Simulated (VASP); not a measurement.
# Ru (I4_1/amd) in VASP: notebook

Runs on Ru. Level: PBEsol. Tasks: single point, relaxation of cell and atoms.

Everything below comes from runs of VASP 6.6.1. Logs are shortened: lines on timing, memory, paths and dates and some standing lists are left out, and cuts for length are marked.

### 1 The cell of the first run

Symmetry: I4_1/amd, No. 141, tetragonal system. Conventional cell: a = 4.685 Å, b = 4.685 Å, c = 2.717 Å, α = 90.00°, β = 90.00°, γ = 90.00°. Within 3.2 Å of Ru (site symmetry -4m2) lie 10 Ru at 2.44 to 3.10 Å.

### 2 Single point, PBEsol

INCAR

```
PREC = Accurate ; ENCUT = 520
EDIFF = 1E-7 ; ISMEAR = 0
SIGMA = 0.1 ; LREAL = False
LASPH = True ; NELM = 80
ALGO = Normal ; ISIF = 2
LWAVE = False ; LCHARG = False
GGA = PS ; NBANDS = 21
```

KPOINTS

```
Automatic mesh
0
Gamma
  8 8 8
```

POSCAR

```
Ru
1.0
   -2.3424685061      2.3424685061      1.3582683630
    2.3424685061     -2.3424685061      1.3582683630
    2.3424685061      2.3424685061     -1.3582683630
Ru
2
Direct
    0.0000000000      0.0000000000      0.0000000000
    0.7500000000      0.2500000000      0.5000000000
```

Potentials or basis: VASP PAW PBE potentials, release 64 (Ru_pv).

Started as:

```sh
$ cat potpaw_PBE.64/Ru_pv/POTCAR > POTCAR
$ mpirun -np 1 vasp_std > vasp.out
```

OUTCAR:

```text
PREC = Accurate
   ENCUT = 520
   EDIFF = 1E-7
   ISMEAR = 0
   LREAL = False
   LASPH = True
   NELM = 80
   ISIF = 2
   GGA = PS

 ion  position               nearest neighbor table
   1  0.000  0.000  0.000-   2 2.44   2 2.44   2 2.44   2 2.44   2 3.10   2 3.10   2 3.10   2 3.10

   2  0.750  0.250  0.500-   1 2.44   1 2.44   1 2.44   1 2.44   1 3.10   1 3.10   1 3.10   1 3.10

  LATTYP: Found a body centered tetragonal cell.
 ALAT       =     4.6849370122
 C/A-ratio  =     0.5798448771

  Lattice vectors:

 A1 = (  -2.3424685061,   2.3424685061,   1.3582683630)
 A2 = (   2.3424685061,  -2.3424685061,   1.3582683630)
 A3 = (   2.3424685061,   2.3424685061,  -1.3582683630)

Analysis of symmetry for initial positions (statically):
=====================================================================
 Subroutine PRICEL returns:
 Original cell was already a primitive cell.

 Routine SETGRP: Setting up the symmetry group for a
 body centered tetragonal supercell.

 Subroutine GETGRP returns: Found 16 space group operations
 (whereof  8 operations were pure point group operations)
 out of a pool of 16 trial point group operations.

The static configuration has the point symmetry D_2d.
 The point group associated with its full space group is D_4h.

Analysis of symmetry for dynamics (positions and initial velocities):
=====================================================================
 Subroutine PRICEL returns:
 Original cell was already a primitive cell.

 Routine SETGRP: Setting up the symmetry group for a
 body centered tetragonal supercell.

 Subroutine GETGRP returns: Found 16 space group operations
 (whereof  8 operations were pure point group operations)
 out of a pool of 16 trial point group operations.

The dynamic configuration has the point symmetry D_2d.
 The point group associated with its full space group is D_4h.

 Subroutine INISYM returns: Found 16 space group operations
 (whereof  8 operations are pure point group operations),
 and found     1 'primitive' translations

----------------------------------------------------------------------------------------

                                     Primitive cell

  volume of cell :      29.8121

  direct lattice vectors                    reciprocal lattice vectors
    -2.342468506  2.342468506  1.358268363     0.000000000  0.213450042  0.368115767
     2.342468506 -2.342468506  1.358268363     0.213450042  0.000000000  0.368115767
     2.342468506  2.342468506 -1.358268363     0.213450042  0.213450042  0.000000000

  length of vectors
     3.580392485  3.580392485  3.580392485     0.425523370  0.425523370  0.301863944

  position of ions in fractional coordinates (direct lattice)
     0.000000000  0.000000000  0.000000000
     0.750000000  0.250000000  0.500000000

  ion indices of the primitive-cell ions
   primitive index   ion index
                 1           1
                 2           2

----------------------------------------------------------------------------------------

 KPOINTS: Automatic mesh

Automatic generation of k-mesh.
 Grid dimensions read from file:
 generate k-points for:    8    8    8

 Generating k-lattice:

  Cartesian coordinates                     Fractional coordinates (reciprocal lattice)
     0.000000000  0.026681255  0.046014471     0.125000000  0.000000000  0.000000000
     0.026681255  0.000000000  0.046014471     0.000000000  0.125000000  0.000000000
     0.026681255  0.026681255  0.000000000     0.000000000  0.000000000  0.125000000

  Length of vectors
     0.053190421  0.053190421  0.037732993

  Shift w.r.t. Gamma in fractional coordinates (k-lattice)
     0.000000000  0.000000000  0.000000000

 Subroutine IBZKPT returns following result:
 ===========================================

 Found     59 irreducible k-points:

 Following reciprocal coordinates:
            Coordinates               Weight
  0.000000  0.000000  0.000000      1.000000
  0.125000  0.000000  0.000000      8.000000
  0.250000  0.000000  0.000000      8.000000
  0.375000 -0.000000  0.000000      8.000000
  0.500000  0.000000  0.000000      4.000000
  0.125000  0.125000  0.000000      8.000000
[... 16 lines left out ...]
  0.250000  0.125000  0.125000     16.000000
  0.375000  0.125000  0.125000      8.000000
 [... further k-points ...]
   k-points           NKPTS =     59   k-points in BZ     NKDIM =     59   number of bands    NBANDS=     21
   number of dos      NEDOS =    301   number of ions     NIONS =      2
   total plane-waves  NPLWV =  21952
   dimension x,y,z NGX =    28 NGY =   28 NGZ =   28
   dimension x,y,z NGXF=    56 NGYF=   56 NGZF=   56
   ions per type =               2
   NGX,Y,Z   is equivalent  to a cutoff of  13.00, 13.00, 13.00 a.u.
   NGXF,Y,Z  is equivalent  to a cutoff of  26.00, 26.00, 26.00 a.u.
 SYSTEM =  unknown system
   PREC   = accura    normal or accurate (medium, high low for compatibility)
   ISTART =      0    job   : 0-new  1-cont  2-samecut
   ICHARG =      2    charge: 1-file 2-atom 10-const
   ISPIN  =      1    spin polarized calculation?
   LNONCOLLINEAR =      F non collinear calculations
   LSORBIT =      F    spin-orbit coupling
   LASPH  =      T    aspherical Exc in radial PAW
   ENCUT  =  520.0 eV  38.22 Ry    6.18 a.u.   6.66  6.66  6.66*2*pi/ulx,y,z
   NELM   =     80;   NELMIN=  2; NELMDL= -5     # of ELM steps
   EDIFF  = 0.1E-06   stopping-criterion for ELM
   LREAL  =      F    real-space projection
   EDIFFG = 0.1E-05   stopping-criterion for IOM
   NSW    =      0    number of steps for IOM
   IBRION =     -1    ionic relax: 0-MD 1-quasi-New 2-CG
   NFREE  =      0    steps in history (QN), initial steepest desc. (CG)
   ISIF   =      2    stress and relaxation
   ISYM   =      2    0-nonsym 1-usesym 2-fastsym
   POTIM  = 0.5000    time-step for ionic-motion
   TEBEG  =    0.0;   TEEND  =   0.0 temperature during run
   PSTRESS=    0.0 pullay stress
   NELECT =      28.0000    total number of electrons
   NUPDOWN=      -1.0000    fix difference up-down
   EMIN   =  10.00;   EMAX   =-10.00  energy-range for DOS
   EFERMI =   0.00;   METHOD = LEGACY
   ISMEAR =     0;   SIGMA  =   0.10  broadening in eV -4-tet -1-fermi 0-gaus
   EFERMI_NEDOS =   21; number of points for ismear=-14 and -15
   IALGO  =     38    algorithm
   IMIX   =      4    mixing-type and parameters
     AMIX     =   0.40;   BMIX     =  1.00
     AMIX_MAG =   1.60;   BMIX_MAG =  1.00
  volume/ion in A,a.u.               =      14.91       100.59
  Fermi-wavevector in a.u.,A,eV,Ry     =   1.603232  3.029670 34.971790  2.570354
  Thomas-Fermi vector in A             =   2.699928
   LORBIT       =      0    0 simple, 1 ext, 2 COOP (PROOUT), +10 PAW based schemes
   GGA     = PS    functional components
   LHFCALC =     F    Hartree Fock is set to
   AEXX    =    0.0000 exact exchange contribution
   IVDW    =     0    specifies the selected vdW correction
   LEPSILON=     F    determine dielectric tensor
   LRPA    =     F    only Hartree local field effects (RPA)
 non-spin polarized calculation
 Gauss-broadening in eV      SIGMA  =   0.10
  energy-cutoff  :      520.00
  volume of cell :       29.81
 maximum number of plane-waves:       814
   NGX = 13   NGY = 13   NGZ = 13

 number of electron      28.0000001 magnetization

 Free energy of the ion-electron system (eV)
  ---------------------------------------------------
  ext. energy  EPLUGINS =         0.00000000
  ---------------------------------------------------
  free energy    TOTEN  =       -18.37263086 eV

  energy without entropy =      -18.35799456  energy(sigma->0) =      -18.36531271

 E-fermi :  11.1524     XC(G=0): -13.6023

 val. band max:       11.1345589307   @ k =  -0.3750   0.5000   0.1250
 cond. band min:      11.1533457147   @ k =  -0.2500   0.2500   0.0000
 fundamental gap:      0.0187867840
 Fermi energy:        11.1524391441

 k-point     1 :       0.0000    0.0000    0.0000
  band No.  band energies     occupation
      1     -32.1426      2.00000
      2     -32.1426      2.00000
      3     -31.2066      2.00000
      4     -31.1809      2.00000
      5     -31.0453      2.00000
      6     -31.0453      2.00000
[... 13 lines left out ...]
     20      21.9158      0.00000
     21      21.9193      0.00000

 k-point     2 :       0.1250    0.0000    0.0000
  band No.  band energies     occupation
      1     -32.1402      2.00000
      2     -32.0943      2.00000
      3     -31.2962      2.00000
      4     -31.2585      2.00000
      5     -31.0697      2.00000
      6     -31.0383      2.00000
[... 13 lines left out ...]
     20      21.9169      0.00000
     21      21.9192      0.00000

 k-point     3 :       0.2500    0.0000    0.0000
  band No.  band energies     occupation
      1     -32.1340      2.00000
      2     -31.9845      2.00000
      3     -31.5125      2.00000
      4     -31.4127      2.00000
      5     -31.1468      2.00000
      6     -31.0215      2.00000
[... 13 lines left out ...]
     20      21.9187      0.00000
     21      21.9219      0.00000

 k-point     4 :       0.3750   -0.0000    0.0000
  band No.  band energies     occupation
      1     -32.1277      2.00000
      2     -31.9188      2.00000
      3     -31.7217      2.00000
      4     -31.4850      2.00000
      5     -31.2579      2.00000
      6     -31.0049      2.00000
[... 13 lines left out ...]
     20      21.0532      0.00000
     21      21.9203      0.00000

 k-point     5 :       0.5000    0.0000    0.0000
  band No.  band energies     occupation
      1     -32.1250      2.00000
      2     -31.9278      2.00000
      3     -31.8012      2.00000
      4     -31.4425      2.00000
      5     -31.3445      2.00000
      6     -30.9980      2.00000
[... 13 lines left out ...]
     20      20.5266      0.00000
     21      21.9183      0.00000

 k-point     6 :       0.1250    0.1250    0.0000
  band No.  band energies     occupation
      1     -32.0906      2.00000
      2     -32.0797      2.00000
      3     -31.4553      2.00000
      4     -31.4491      2.00000
      5     -31.0763      2.00000
      6     -31.0495      2.00000
[... 13 lines left out ...]
     20      21.9184      0.00000
     21      22.1699      0.00000

 k-point     7 :       0.2500    0.1250    0.0000
  band No.  band energies     occupation
      1     -32.0949      2.00000
      2     -32.0047      2.00000
      3     -31.6516      2.00000
      4     -31.5734      2.00000
      5     -31.1404      2.00000
      6     -31.0404      2.00000
[... 13 lines left out ...]
     20      21.9183      0.00000
     21      21.9497      0.00000
[... 291 lines left out ...]
      1     -31.8793      2.00000
      2     -31.8458      2.00000
      3     -31.5350      2.00000
      4     -31.4278      2.00000
      5     -31.1247      2.00000
      6     -31.0589      2.00000
[... 13 lines left out ...]
     20      21.9186      0.00000
     21      23.5169      0.00000

 k-point    21 :       0.5000    0.5000    0.0000
  band No.  band energies     occupation
      1     -31.7106      2.00000
      2     -31.7106      2.00000
      3     -31.6441      2.00000
      4     -31.6441      2.00000
      5     -31.0903      2.00000
      6     -31.0903      2.00000
[... 13 lines left out ...]
     20      21.9183      0.00000
     21      24.5439      0.00000

 k-point    22 :       0.1250    0.1250    0.1250
  band No.  band energies     occupation
      1     -32.0230      2.00000
      2     -31.9809      2.00000
      3     -31.5313      2.00000
      4     -31.4204      2.00000
      5     -31.1855      2.00000
      6     -31.0921      2.00000
[... 13 lines left out ...]
     20      21.9185      0.00000
     21      23.1369      0.00000

 k-point    23 :       0.2500    0.1250    0.1250
  band No.  band energies     occupation
      1     -32.0478      2.00000
      2     -31.8892      2.00000
      3     -31.7175      2.00000
      4     -31.4890      2.00000
      5     -31.2751      2.00000
      6     -31.1090      2.00000
[... 13 lines left out ...]
     20      21.4493      0.00000
     21      21.9202      0.00000

 k-point    24 :       0.3750    0.1250    0.1250
  band No.  band energies     occupation
      1     -32.0726      2.00000
      2     -31.8457      2.00000
      3     -31.8190      2.00000
      4     -31.4096      2.00000
      5     -31.3934      2.00000
      6     -31.1063      2.00000
[... 13 lines left out ...]
     20      19.2437      0.00000
     21      21.9198      0.00000

 [... further k-points ...]
[... 5 lines left out ...]
  --------------------------------------------------------------------------------------
  -------------------------------------------------------------------------------------
  Total        0.0493951      0.0493951      0.0252435      0.0000000      0.0000000      0.0000000
  in kB        2.6546141      2.6546141      1.3566463      0.0000000      0.0000000      0.0000000
  external PRESSURE =       2.2219582 kB  Pullay stress =       0.0000000 kB

 VOLUME and BASIS-vectors are now :
 -----------------------------------------------------------------------------
  energy-cutoff  :      520.00
  volume of cell :       29.81
      direct lattice vectors                 reciprocal lattice vectors
    -2.342468506  2.342468506  1.358268363     0.000000000  0.213450042  0.368115767
     2.342468506 -2.342468506  1.358268363     0.213450042  0.000000000  0.368115767
     2.342468506  2.342468506 -1.358268363     0.213450042  0.213450042  0.000000000

 POSITION                                       TOTAL-FORCE (eV/Angst)
 -----------------------------------------------------------------------------------
      0.00000      0.00000      0.00000        -0.000000      0.000000      0.000000
     -0.00000      2.34247      0.67913         0.000000     -0.000000     -0.000000
 -----------------------------------------------------------------------------------
    total drift:                               -0.000000      0.000000      0.000000

  FREE ENERGIE OF THE ION-ELECTRON SYSTEM (eV)
  ---------------------------------------------------
  free  energy   TOTEN  =       -18.3726308587 eV

  energy  without entropy=      -18.3579945579  energy(sigma->0) =      -18.36531271
```

Run time: 16 s. Hardware: 1 thread of Intel Xeon 6975P-C (Granite Rapids), shared host; peak memory 0.17 GiB.

Results:

```
Free energy            : -18.3726 eV
Pressure               : 0.2 GPa
Band gap on the k mesh : zero (band 14 reaches 11.96 eV, above the bottom of band 15 at 10.52 eV)
```

Caveat: the PAW data sets were made with another functional, which shifts forces and pressure a little.

### 3 Relaxation of cell and atoms, PBEsol

This run uses another cell than the first one, of 13.91 Å³/atom, 0.933 times its volume.

INCAR

```
PREC     = Accurate       # precision mode
ENCUT    = 600            # plane-wave cutoff, eV
EDIFF    = 1E-6           # SCF threshold, eV
ISMEAR   = 0              # smearing method
SIGMA    = 0.1            # smearing width, eV
LREAL    = False          # projectors in reciprocal space
LASPH    = True           # aspherical terms in the spheres
NELM     = 60             # most SCF steps
ALGO     = Normal         # electronic algorithm
ISIF     = 3              # what is computed and relaxed
LWAVE    = False          # write WAVECAR
LCHARG   = False          # write CHGCAR
GGA      = PS             # functional
IBRION   = 2              # ionic algorithm
NSW      = 90             # ionic steps
EDIFFG   = -0.04          # ionic threshold
```

KPOINTS is that of step 2.

POSCAR

```
Ru
1.0
   -2.3361639092      2.3361639092      1.2744205368
    2.3361639092     -2.3361639092      1.2744205368
    2.3361639092      2.3361639092     -1.2744205368
Ru
2
Direct
    0.0000000000      0.0000000000      0.0000000000
    0.7500000000      0.2500000000      0.5000000000
```

Potentials or basis: VASP PAW PBE potentials, release 64 (Ru_pv).

Started as:

```sh
$ cat potpaw_PBE.64/Ru_pv/POTCAR > POTCAR
$ mpirun -np 1 vasp_std > vasp.out
```

It took 89 s on 1 thread of Intel Xeon 6975P-C (Granite Rapids), shared host; peak memory 0.19 GiB.

It converged, with:

```
Free energy                            : -18.3706 eV
Relaxed volume                         : 14.92 Å³/atom
Relaxed cell                           : a = 3.581 Å, b = 3.581 Å, c = 3.581 Å, α = 98.28°, β = 98.28°, γ = 135.41°
Space group after relaxing (to 0.05 Å) : I4_1/amd (No. 141)
Energy gained by relaxing              : 67.0 meV/atom
Ionic steps                            : 11
Pressure after relaxing                : 0.0 GPa
Band gap on the k mesh                 : zero (band 14 reaches 11.95 eV, above the bottom of band 15 at 10.51 eV)
```

Stress tensor (GPa, compression positive):
```
 0.06  0.00  0.00
 0.00  0.06  0.00
 0.00  0.00 -0.05
```

The path:
```csv
step,energy change (eV),largest force (eV/Å),pressure (GPa),volume (Å³)
1,0.0000,0.0000,19.63,27.82
2,0.5162,0.0000,-30.78,35.26
3,-0.1082,0.0000,-1.54,29.81
4,-0.1087,0.0000,-0.48,29.69
5,-0.1087,0.0000,-0.10,29.65
6,-0.1244,0.0000,0.20,29.68
7,-0.1330,0.0000,1.38,29.70
8,-0.1335,0.0000,1.11,29.70
9,-0.1335,0.0000,1.16,29.70
10,-0.1302,0.0000,-3.10,30.21
11,-0.1340,0.0000,0.02,29.83
```

Final structure:
```xyz
2
Lattice="-2.3429 2.3429 1.3586 2.3429 -2.3429 1.3586 2.3429 2.3429 -1.3586" Properties=species:S:1:pos:R:3 pbc="T T T"
Ru    0.0000    0.0000    0.0000
Ru    0.0000    2.3429    0.6793
```

Levels at points of the mesh, in eV from the Fermi level:
```csv
k point,band 12,band 13,band 14,band 15,band 16,band 17
"(0.00, 0.00, 0.00)",-0.56,-0.56,-0.47,-0.47,2.15,3.34
"(0.50, 0.00, 0.00)",-1.28,-0.54,0.06,1.41,1.55,3.39
"(0.50, 0.50, 0.00)",-2.79,-0.65,-0.65,0.84,0.84,1.49
"(0.50, 0.50, 0.50)",-0.75,-0.20,-0.20,0.00,0.00,0.41
```

Caveat: the PAW data sets were made with another functional, which shifts forces and pressure a little.

### 4 Single point, PBEsol

This run uses another cell than the first one, of 14.94 Å³/atom, 1.003 times its volume.

INCAR

```
PREC = Accurate
ENCUT = 520
EDIFF = 1E-6
ISMEAR = 0
SIGMA = 0.1
LREAL = F
LASPH = T
NELM = 100
ALGO = Fast
ISIF = 2
LWAVE = F
LCHARG = F
GGA = PS
NBANDS = 21
```

KPOINTS

```
regular mesh
0
Gamma
  18 18 18
```

POSCAR

```
Ru
1.0
   -2.3368567168      2.3368567168      1.3682954370
    2.3368567168     -2.3368567168      1.3682954370
    2.3368567168      2.3368567168     -1.3682954370
Ru
2
Direct
    0.0000000000      0.0000000000      0.0000000000
    0.7500000000      0.2500000000      0.5000000000
```

Started as:

```sh
$ cat potpaw_PBE.64/Ru_pv/POTCAR > POTCAR
$ mpirun -np 1 vasp_std > vasp.out
```

It took 2.1 min on 1 thread of Intel Xeon 6975P-C (Granite Rapids), shared host; peak memory 0.34 GiB.

Results (log left out):

| Quantity | Value |
| --- | --- |
| Free energy | -18.3487 eV |
| Pressure | 0.2 GPa |
| Band gap on the k mesh | zero (band 14 reaches 12.12 eV, above the bottom of band 15 at 10.46 eV) |

Stress tensor (GPa, compression positive):
```
 0.32  0.00  0.00
 0.00  0.32  0.00
 0.00  0.00 -0.05
```

Levels at points of the mesh, in eV from the Fermi level:
| k point | band 12 | band 13 | band 14 | band 15 | band 16 | band 17 |
| --- | --- | --- | --- | --- | --- | --- |
| (0.00, 0.00, 0.00) | -0.60 | -0.60 | -0.51 | -0.51 | 2.19 | 3.36 |
| (0.50, 0.00, 0.00) | -1.23 | -0.56 | 0.07 | 1.43 | 1.58 | 3.31 |
| (0.50, 0.50, 0.00) | -2.80 | -0.65 | -0.65 | 0.86 | 0.86 | 1.54 |
| (0.50, 0.50, 0.50) | -0.74 | -0.22 | -0.22 | -0.02 | -0.02 | 0.46 |

Caveat: the PAW data sets were made with another functional, which shifts forces and pressure a little.

[end of part 1 of 2]
